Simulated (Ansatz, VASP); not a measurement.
One calculation of LiCl, two programs

INCAR

```
ALGO     = Normal         # electronic algorithm
EDIFF    = 1E-6           # SCF threshold, eV
EDIFFG   = -0.01          # ionic threshold
ENCUT    = 600            # plane-wave cutoff, eV
GGA      = PS             # functional
IBRION   = 2              # ionic algorithm
ISIF     = 3              # what is computed and relaxed
ISMEAR   = 0              # smearing method
LASPH    = T              # aspherical terms in the spheres
LCHARG   = F              # write CHGCAR
LREAL    = F              # projectors in reciprocal space
LWAVE    = F              # write WAVECAR
NELM     = 100            # most SCF steps
NSW      = 65             # ionic steps
PREC     = Accurate       # precision mode
SIGMA    = 0.02           # smearing width, eV
```

The input KPOINTS:

```
k-points
0
Gamma
  9 9 2
```

Contents of POSCAR:

```
LiCl
1.0
    3.8814384449      0.0000000000      0.0000000000
   -1.9407192225      3.3614242965      0.0000000000
    0.0000000000      0.0000000000     15.4460742648
Li Cl
5 5
Direct
    0.0000000000      0.0000000000      0.0000000000
    0.3333333333      0.6666666667      0.2000000000
    0.0000000000      0.0000000000      0.4000000000
    0.6666666667      0.3333333333      0.6000000000
    0.3333333333      0.6666666667      0.8000000000
    0.0000000000      0.0000000000      0.1500000000
    0.3333333333      0.6666666667      0.3500000000
    0.0000000000      0.0000000000      0.5500000000
    0.6666666667      0.3333333333      0.7500000000
    0.3333333333      0.6666666667      0.9500000000
```

Input for Ansatz:

```yaml
crystal:
  lattice:
    - [3.8814384449, 0.0, 0.0]
    - [-1.9407192225, 3.3614242965, 0.0]
    - [0.0, 0.0, 15.4460742648]
  atoms:
    - { symbol: Li, position: [0.0, 0.0, 0.0] }
    - { symbol: Cl, position: [0.0, 0.0, 0.15] }
    - { symbol: Li, position: [0.3333333333, 0.6666666667, 0.2] }
    - { symbol: Cl, position: [0.3333333333, 0.6666666667, 0.35] }
    - { symbol: Li, position: [0.0, 0.0, 0.4] }
    - { symbol: Cl, position: [0.0, 0.0, 0.55] }
    - { symbol: Li, position: [0.6666666667, 0.3333333333, 0.6] }
    - { symbol: Cl, position: [0.6666666667, 0.3333333333, 0.75] }
    - { symbol: Li, position: [0.3333333333, 0.6666666667, 0.8] }
    - { symbol: Cl, position: [0.3333333333, 0.6666666667, 0.95] }
basis:
  ecutwfc: 420
kpoints:
  mp_grid: { grid: [9, 9, 2] }
hamiltonian:
  xc: pbesol
scf:
  occupations: { method: gaussian, width: 0.02 }
output:
  forces: true
  stress: true
  eigenvalues: true
  populations: true
relax:
  adjacent_minimum: "off"
  f_tol: 0.01
  max_steps: 45
  cell: { stress_tol: 0.05 }
```

Alike in both runs: task relaxation of cell and atoms; functional PBEsol; k mesh 9 × 9 × 2; occupations gaussian, width 0.02 eV; no spin polarisation.

|  | VASP | Ansatz |
| --- | --- | --- |
| version | VASP 6.6.1 | Ansatz 0.2.0 |
| potentials or method | VASP PAW PBE potentials, release 64 (Li_sv, Cl), cutoff 600 eV | scalar-relativistic, plane waves, PAW |
| valence electrons in the cell | 50 | 50 |

Ansatz gave:

```
gap on the k mesh at the Fermi level, each at its own relaxed structure (eV) : 5.86
relaxed volume (Å³/atom)                                                     : 20.15
```

**Question.** Estimate VASP's values.

**Answer.** gap on the k mesh at the Fermi level, each at its own relaxed structure (eV): 5.87; relaxed volume (Å³/atom): 20.10.

VASP's potentials were made for PBE, not for PBEsol.

Noted on VASP's run: the cutoff is under 1.25 times that of the potentials, so the pressure is a little rough.
